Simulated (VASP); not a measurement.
Write the native input for VASP 6.6.1 that does the following.

- Task: single point
- Functional: PBE
- Potentials or basis: VASP PAW PBE potentials, release 64 (Sn_d)
- Cutoff: 520 eV
- k mesh: 18 × 18 × 18
- Occupations: gaussian, width 0.1 eV
- Spin: no spin polarisation
- Dipole correction: no
- Further INCAR settings: ALGO = Fast; EDIFF = 1e-07; NBANDS = 13

The structure of Sn lies in POSCAR:

```
Sn
1.0
    2.1816829920     -2.1832682497      0.0000000000
    2.1816829920      2.1832682497      0.0000000000
    0.0000000000      0.0000000000      3.0867304180
Sn
1
Direct
    0.5000000000      0.5000000000      0.5000000000
```

One way to write it, as run:

INCAR

```
SYSTEM = Sn
  PREC = Accurate
  ENCUT = 520
  EDIFF = 1E-7
  ISMEAR = 0
  SIGMA = 0.1
  LREAL = .FALSE.
  LASPH = .TRUE.
  NELM = 80
  ALGO = Fast
  ISIF = 2
  LWAVE = .FALSE.
  LCHARG = .FALSE.
  GGA = PE
  NBANDS = 13
```

KPOINTS

```
Automatic mesh
0
G
  18 18 18
  0 0 0
```

Potentials or basis: VASP PAW PBE potentials, release 64 (Sn_d).

Run with:

```sh
$ cat potpaw_PBE.64/Sn_d/POTCAR > POTCAR
$ mpirun -np 1 vasp_std > vasp.out
```

Results of the run:

```json
{"Pressure": "0.0 GPa", "Band gap on the k mesh": "zero (band 7 reaches 12.21 eV, above the bottom of band 8 at 4.84 eV)"}
```

Caveat: spin-orbit coupling is left out, which moves the levels of the heavy elements.

Run time: 2.3 min on 1 thread of Intel(R) Xeon(R) Platinum 8488C (Sapphire Rapids), with other jobs on the host, peak memory 0.41 GiB.
